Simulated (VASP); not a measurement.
# AlN (P6_3/mmc) in VASP: a series of runs, part 2 of 2

VASP 6.6.1. Earlier steps stand in the parts before.

### 4 Single point, PBEsol

This run uses another cell than the first one, of 9.71 Å³/atom, 0.991 times its volume.

The input, INCAR:

```
SYSTEM = AlN
PREC = Accurate
ENCUT = 520
EDIFF = 1E-7
ISMEAR = 0
SIGMA = 0.05
LREAL = .False.
LASPH = .True.
NELM = 60
ALGO = Normal
ISIF = 2
LWAVE = .False.
LCHARG = .False.
GGA = PS
NBANDS = 16
```

The input, KPOINTS:

```
Automatic mesh
0
Gamma
  9 9 6
  0 0 0
```

The input, POSCAR:

```
AlN
1.0
    3.3411000000      0.0000000000      0.0000000000
   -1.6705500000      2.8934774766      0.0000000000
    0.0000000000      0.0000000000      4.0158000000
Al N
2 2
Direct
    0.3333333333      0.6666666667      0.7500000000
    0.6666666667      0.3333333333      0.2500000000
    0.3333333333      0.6666666667      0.2500000000
    0.6666666667      0.3333333333      0.7500000000
```

Potentials or basis: VASP PAW PBE potentials, release 64 (Al, N).

Launch:

```
$ cat potpaw_PBE.64/Al/POTCAR potpaw_PBE.64/N/POTCAR > POTCAR
$ mpirun -np 1 vasp_std > vasp.out
```

OUTCAR:

```text
SYSTEM = AlN
   PREC = Accurate
   ENCUT = 520
   EDIFF = 1E-7
   ISMEAR = 0
   LREAL = .False.
   LASPH = .True.
   NELM = 60
   ISIF = 2
   GGA = PS

 ion  position               nearest neighbor table
   1  0.333  0.667  0.750-   4 1.93   4 1.93   4 1.93   3 2.01   3 2.01   2 2.78   2 2.78   2 2.78
                             2 2.78   2 2.78   2 2.78
   2  0.667  0.333  0.250-   3 1.93   3 1.93   3 1.93   4 2.01   4 2.01   1 2.78   1 2.78   1 2.78
                             1 2.78   1 2.78   1 2.78
   3  0.333  0.667  0.250-   2 1.93   2 1.93   2 1.93   1 2.01   1 2.01
   4  0.667  0.333  0.750-   1 1.93   1 1.93   1 1.93   2 2.01   2 2.01

  LATTYP: Found a hexagonal cell.
 ALAT       =     3.3411000000
 C/A-ratio  =     1.2019394810

  Lattice vectors:

 A1 = (   3.3411000000,   0.0000000000,   0.0000000000)
 A2 = (  -1.6705500000,   2.8934774766,   0.0000000000)
 A3 = (   0.0000000000,   0.0000000000,   4.0158000000)

Analysis of symmetry for initial positions (statically):
=====================================================================
 Subroutine PRICEL returns:
 Original cell was already a primitive cell.

 Routine SETGRP: Setting up the symmetry group for a
 hexagonal supercell.

 Subroutine GETGRP returns: Found 24 space group operations
 (whereof 12 operations were pure point group operations)
 out of a pool of 24 trial point group operations.

The static configuration has the point symmetry D_3d.
 The point group associated with its full space group is D_6h.

Analysis of symmetry for dynamics (positions and initial velocities):
=====================================================================
 Subroutine PRICEL returns:
 Original cell was already a primitive cell.

 Routine SETGRP: Setting up the symmetry group for a
 hexagonal supercell.

 Subroutine GETGRP returns: Found 24 space group operations
 (whereof 12 operations were pure point group operations)
 out of a pool of 24 trial point group operations.

The dynamic configuration has the point symmetry D_3d.
 The point group associated with its full space group is D_6h.
[... 126 lines left out ...]
  Thomas-Fermi vector in A             =   2.353591
   LORBIT       =      0    0 simple, 1 ext, 2 COOP (PROOUT), +10 PAW based schemes
   GGA     = PS    functional components
   LHFCALC =     F    Hartree Fock is set to
   AEXX    =    0.0000 exact exchange contribution
   IVDW    =     0    specifies the selected vdW correction
   LEPSILON=     F    determine dielectric tensor
   LRPA    =     F    only Hartree local field effects (RPA)
 non-spin polarized calculation
 Gauss-broadening in eV      SIGMA  =   0.05
  energy-cutoff  :      520.00
  volume of cell :       38.82
 maximum number of plane-waves:      1065
 NGX is ok and might be reduce to    28
   NGX = 13   NGY = 13   NGZ = 15

 number of electron      15.9999999 magnetization

 Free energy of the ion-electron system (eV)
  ---------------------------------------------------
  ext. energy  EPLUGINS =         0.00000000
  ---------------------------------------------------
  free energy    TOTEN  =       -30.91367490 eV

  energy without entropy =      -30.91367490  energy(sigma->0) =      -30.91367490

 E-fermi :   8.1906     XC(G=0): -11.4516

 val. band max:        7.8999464189   @ k =   0.0000   0.0000   0.0000
 cond. band min:      11.3981526961   @ k =   0.0000   0.0000   0.0000
 fundamental gap:      3.4982062772
 Fermi energy:         8.1906191307

 k-point     1 :       0.0000    0.0000    0.0000
  band No.  band energies     occupation
      1      -8.8654      2.00000
      2      -4.8096      2.00000
      3       1.1586      2.00000
      4       4.5960      2.00000
      5       4.5960      2.00000
      6       6.5509      2.00000
[... 433 lines left out ...]
      3       1.3622      2.00000
      4       2.4633      2.00000
      5       2.4633      2.00000
      6       5.3474      2.00000
[... 8 lines left out ...]
     15      19.5158      0.00000
     16      21.5505      0.00000

 [... further k-points ...]

------------------------ aborting loop because EDIFF is reached ----------------------------------------

  FORCE on cell =-STRESS in cart. coord.  units (eV):
  Direction    XX          YY          ZZ          XY          YZ          ZX
  --------------------------------------------------------------------------------------
  -------------------------------------------------------------------------------------
  Total       -0.4868880     -0.4868880      1.7972464      0.0000000      0.0000000      0.0000000
  in kB      -20.0936107    -20.0936107     74.1714132      0.0000000      0.0000000      0.0000000
  external PRESSURE =      11.3280639 kB  Pullay stress =       0.0000000 kB

 VOLUME and BASIS-vectors are now :
 -----------------------------------------------------------------------------
  energy-cutoff  :      520.00
  volume of cell :       38.82
      direct lattice vectors                 reciprocal lattice vectors
     3.341100000  0.000000000  0.000000000     0.299302625  0.172802451  0.000000000
    -1.670550000  2.893477477  0.000000000     0.000000000  0.345604902  0.000000000
     0.000000000  0.000000000  4.015800000     0.000000000  0.000000000  0.249016385

 POSITION                                       TOTAL-FORCE (eV/Angst)
 -----------------------------------------------------------------------------------
     -0.00000      1.92898      3.01185         0.000000     -0.000000      0.000000
      1.67055      0.96449      1.00395        -0.000000      0.000000      0.000000
     -0.00000      1.92898      1.00395        -0.000000      0.000000      0.000000
      1.67055      0.96449      3.01185         0.000000     -0.000000      0.000000
 -----------------------------------------------------------------------------------
    total drift:                               -0.000000      0.000000     -0.000000

  FREE ENERGIE OF THE ION-ELECTRON SYSTEM (eV)
  ---------------------------------------------------
  free  energy   TOTEN  =       -30.9136748956 eV

  energy  without entropy=      -30.9136748956  energy(sigma->0) =      -30.91367490
```

OSZICAR:

```text
N       E                     dE             d eps       ncg     rms          rms(c)
DAV:   1     0.409967179798E+02    0.40997E+02   -0.73096E+03  1536   0.900E+02
DAV:   2    -0.317543936720E+02   -0.72751E+02   -0.65636E+02  2216   0.186E+02
DAV:   3    -0.352091731205E+02   -0.34548E+01   -0.34420E+01  1888   0.423E+01
DAV:   4    -0.352295314192E+02   -0.20358E-01   -0.20357E-01  1920   0.362E+00
DAV:   5    -0.352297920745E+02   -0.26066E-03   -0.26064E-03  1856   0.417E-01    0.114E+01
DAV:   6    -0.309994700546E+02    0.42303E+01   -0.81812E+00  1968   0.214E+01    0.398E+00
DAV:   7    -0.309586550748E+02    0.40815E-01   -0.71655E-01  1752   0.573E+00    0.283E+00
DAV:   8    -0.309222948583E+02    0.36360E-01   -0.11357E-01  1656   0.266E+00    0.862E-01
DAV:   9    -0.309133549077E+02    0.89400E-02   -0.21799E-02  1992   0.114E+00    0.268E-01
DAV:  10    -0.309137744993E+02   -0.41959E-03   -0.26380E-03  1728   0.332E-01    0.167E-01
DAV:  11    -0.309136783053E+02    0.96194E-04   -0.13845E-04  1856   0.895E-02    0.436E-02
DAV:  12    -0.309136753512E+02    0.29540E-05   -0.93189E-06  1808   0.233E-02    0.726E-03
DAV:  13    -0.309136748425E+02    0.50878E-06   -0.25425E-06  2024   0.116E-02    0.397E-03
DAV:  14    -0.309136748956E+02   -0.53168E-07   -0.14287E-07  1104   0.343E-03
   1 F= -.30913675E+02 E0= -.30913675E+02  d E =-.121965E-18
```

It took 44 s on 1 thread of Intel Xeon Platinum 8259CL at 2.50GHz (Skylake/Cascade Lake), shared host; peak memory 0.16 GiB.

Results:

| Property | Result |
| --- | --- |
| Free energy | -30.9137 eV |
| Pressure | 1.1 GPa |
| Band gap on the k mesh | 3.50 eV, direct |

Stress tensor (GPa, compression positive):
```
-2.01  0.00  0.00
 0.00 -2.01  0.00
 0.00  0.00  7.42
```

Levels at points of the mesh, in eV from the valence-band top:
```csv
k point,band 4,band 5,band 6,band 7,band 8,band 9,band 10,band 11,band 12,band 13
"(0.00, 0.00, 0.00)",-3.30,-3.30,-1.35,-1.35,0.00,3.50,4.58,8.22,8.22,11.62
"(0.00, 0.00, 0.50)",-3.62,-2.37,-2.37,-2.37,-2.37,5.88,5.88,8.30,8.30,8.30
```

Caveat: the PAW data sets were made with another functional, which shifts forces and pressure a little.

### 5 Single point, PBEsol

This run uses another cell than the first one, of 9.61 Å³/atom, 0.981 times its volume.

The input, INCAR:

```
SYSTEM = AlN
  PREC = Accurate
  ENCUT = 520
  EDIFF = 1E-6
  ISMEAR = 0
  SIGMA = 0.05
  LREAL = .False.
  LASPH = .True.
  NELM = 80
  ALGO = Normal
  ISIF = 2
  LWAVE = .False.
  LCHARG = .False.
  GGA = PS
  NBANDS = 16
```

KPOINTS is that of step 4.

The input, POSCAR:

```
AlN
1.0
    3.2420000000      0.0000000000      0.0000000000
   -1.6210000000      2.8076543591      0.0000000000
    0.0000000000      0.0000000000      4.2228000000
Al N
2 2
Direct
    0.3333333333      0.6666666667      0.7500000000
    0.6666666667      0.3333333333      0.2500000000
    0.3333333333      0.6666666667      0.2500000000
    0.6666666667      0.3333333333      0.7500000000
```

Launch:

```
$ cat potpaw_PBE.64/Al/POTCAR potpaw_PBE.64/N/POTCAR > POTCAR
$ mpirun -np 1 vasp_std > vasp.out
```

It took 38 s on 1 thread of Intel Xeon Platinum 8259CL at 2.50GHz (Skylake/Cascade Lake), shared host; peak memory 0.15 GiB.

It converged, with:

```yaml
Free_energy: -30.9085 eV
Pressure: 5.2 GPa
Band_gap_on_the_k_mesh: 3.38 eV, direct
```

Stress tensor (GPa, compression positive):
```
 8.23  0.00  0.00
 0.00  8.23  0.00
 0.00  0.00 -0.85
```

Levels at points of the mesh, in eV from the valence-band top:
```csv
k point,band 6,band 7,band 8,band 9,band 10,band 11
"(0.00, 0.00, 0.00)",-1.84,-1.84,0.00,3.38,4.66,8.40
"(0.00, 0.00, 0.50)",-2.66,-2.66,-2.66,5.72,5.72,8.60
```

Caveat: the PAW data sets were made with another functional, which shifts forces and pressure a little.

### 6 Overview

| cell | gap on the mesh (eV) | pressure (GPa) |
| --- | --- | --- |
| a = 3.242, b = 3.242, c = 4.306 Å, angles 90.0, 90.0, 120.0°, 4 atoms | 3.19 | 1.9 |
| a = 3.381, b = 3.381, c = 3.933 Å, angles 90.0, 90.0, 120.0°, 4 atoms | 3.57 | 1.3 |
| a = 3.341, b = 3.341, c = 4.016 Å, angles 90.0, 90.0, 120.0°, 4 atoms | 3.50 | 1.1 |
| a = 3.242, b = 3.242, c = 4.223 Å, angles 90.0, 90.0, 120.0°, 4 atoms | 3.38 | 5.2 |

Alike in all rows: task single point; level PBEsol; potentials or basis VASP PAW PBE potentials, release 64 (Al, N); no spin polarisation; k mesh 9 × 9 × 6; cutoff (eV) 520; smearing gaussian 0.05 eV.

Caveats: the PAW data sets were made with another functional, which shifts forces and pressure a little.

Absolute energies hang on the potentials; compare differences alone.
